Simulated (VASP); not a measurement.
**WC: single point with PBE**

WC:

```
W C
1.0
    -2.98680   -5.17329    0.00000
     4.48020   -2.58664    0.00000
     0.00000    0.00000    5.84580
W C
8 8
Direct
  0.72478 0.46401 0.96979
  0.71197 0.47914 0.47355
  0.46100 0.96119 0.96185
  0.47458 0.96078 0.45046
  0.19020 0.44426 0.97768
  0.21402 0.45485 0.46567
  0.93488 0.95647 0.99198
  0.97464 0.97878 0.47104
  0.45737 0.59030 0.19506
  0.46654 0.61851 0.74885
  0.22583 0.10993 0.21068
  0.20724 0.09515 0.74248
  0.97520 0.61130 0.23827
  0.92172 0.63908 0.72213
  0.71470 0.12988 0.24411
  0.68739 0.10810 0.69724
```

- Program: VASP 6.6.1
- Task: single point
- Functional: PBE
- Potentials or basis: VASP PAW PBE potentials, release 64 (W_sv, C)
- Cutoff: 520 eV
- k mesh: 2 × 2 × 2
- Occupations: fermi-dirac, width 0.3 eV
- Spin: no spin polarisation
- Dipole correction: no
- Further INCAR settings: LREAL = Auto; ALGO = Normal; EDIFF = 1e-07; NBANDS = 86

```json
{
 "Pressure": "-14.6 GPa",
 "Largest force": "3.718 eV/Å",
 "Band gap on the k mesh": "0.10 eV (least direct gap 0.30 eV)"
}
```

Forces in eV/Å, atoms in the order of the input:
```
W    0.263  3.145  0.789
W   -1.495  2.146 -0.517
W   -1.099  0.842  0.544
W    0.214  2.331  2.079
W   -0.746 -2.374 -1.543
W   -0.091 -0.625  1.291
W   -1.413 -2.281 -2.573
W   -1.535  2.210  1.093
C    1.310 -1.302  1.685
C    0.569  1.100 -1.890
C    1.311  0.527  0.716
C    1.812 -0.270 -1.040
C    1.612  0.376 -0.684
C   -1.275 -2.759  0.061
C    0.051 -0.532 -1.701
C    0.513 -2.535  1.688
```

Stress tensor (GPa, compression positive):
```
-13.99   1.19  -0.14
  1.19 -11.88  -0.06
 -0.14  -0.06 -17.99
```

Levels at points of the mesh, in eV from the valence-band top:
```csv
k point,band 69,band 70,band 71,band 72,band 73,band 74,band 75,band 76
"(0.00, 0.00, 0.00)",-1.02,-0.70,-0.39,-0.15,0.26,0.84,0.87,1.56
"(0.50, 0.00, 0.00)",-1.03,-0.87,-0.29,-0.07,0.31,0.51,0.55,0.86
"(0.00, 0.50, 0.00)",-0.78,-0.51,-0.33,-0.11,0.95,1.00,1.63,1.65
"(0.50, 0.50, 0.00)",-1.84,-1.37,-1.10,-0.85,0.98,1.27,1.40,1.62
"(0.00, 0.00, 0.50)",-1.09,-0.84,-0.25,0.00,0.30,0.57,0.63,1.13
"(0.50, 0.00, 0.50)",-1.14,-1.02,-0.96,-0.75,0.10,0.23,0.39,0.57
"(0.00, 0.50, 0.50)",-1.41,-1.27,-1.17,-0.96,0.57,0.71,0.76,0.93
"(0.50, 0.50, 0.50)",-1.49,-1.38,-1.26,-1.04,0.64,1.12,1.39,1.59
```

It took 5.6 min on 1 thread of Intel(R) Xeon(R) Platinum 8488C (Sapphire Rapids) (shared host), peak memory 0.33 GiB.

Caveat: the k points lie up to 0.61 Å⁻¹ apart; the atoms stand as in a frame of molecular dynamics; so wide a smearing shifts energies and pressures; spin-orbit coupling is left out, which moves the levels of the heavy elements; forces of over 1 eV/Å act on the atoms, so gaps and moduli don't describe the material at rest. A k mesh can miss the band edges.
